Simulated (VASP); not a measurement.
Crystal: Mo2Se2S.

```
CELL_PARAMETERS angstrom
4.24604 0.00000 0.00000
-2.12302 3.67718 0.00000
0.00000 0.00000 7.90094
ATOMIC_POSITIONS crystal
Mo 0.00000 0.00000 0.15107
Mo 0.00000 0.00000 0.84893
Se 0.00000 0.00000 0.50000
Se 0.33333 0.66667 0.00000
S 0.66667 0.33333 0.50000
```

The cell was built from a structure type or drawn by symmetry, and may not be a known phase.

```yaml
Program: VASP 6.6.1
Task: relaxation of cell and atoms
Functional: PBE
Potentials_or_basis: VASP PAW PBE potentials, release 64 (Mo_sv, Se, S)
Cutoff: 500 eV
k_mesh: 3 × 3 × 2
Occupations: gaussian, width 0.15 eV
Spin: collinear spin
Starting_moments: "[1.0, 1.0, 0.0, 0.0, 0.0] μB"
```

At the start: pressure -3.1 GPa; volume 24.67 Å³/atom.

Question: Where does the relaxation end?

Answer: Over 7 steps the energy falls by 49.8 meV/atom and the volume is 24.94 Å³/atom (+1.1 %); space group P-6m2 (No. 187, to 0.1 Å) before and after; moment 2.61 μB per cell.

The path:
```csv
step,energy change (eV),largest force (eV/Å),pressure (GPa),volume (Å³)
1,0.0000,1.7369,-3.07,123.36
2,0.0563,2.7662,8.62,114.97
3,-0.1900,0.2103,2.13,119.17
4,-0.2444,0.0685,0.91,123.12
5,-0.2464,0.1668,0.62,123.98
6,-0.2452,0.3207,-0.65,125.56
7,-0.2488,0.0619,0.04,124.68
```

Final structure:
```
Mo Se S
1.0
     4.34169    0.00000    0.00000
    -2.17085    3.76001    0.00000
     0.00000    0.00000    7.63739
Mo Se S
2 2 1
Cartesian
  0.0000 0.0000 1.0960
  0.0000 0.0000 6.5414
  0.0000 0.0000 3.8187
  0.0000 2.5067 0.0000
  2.1708 1.2533 3.8187
```

Caveat: the k points lie up to 0.56 Å⁻¹ apart in the final cell; the relaxation stopped at a loose force limit of 0.08 eV/Å, so its end isn't a converged minimum.
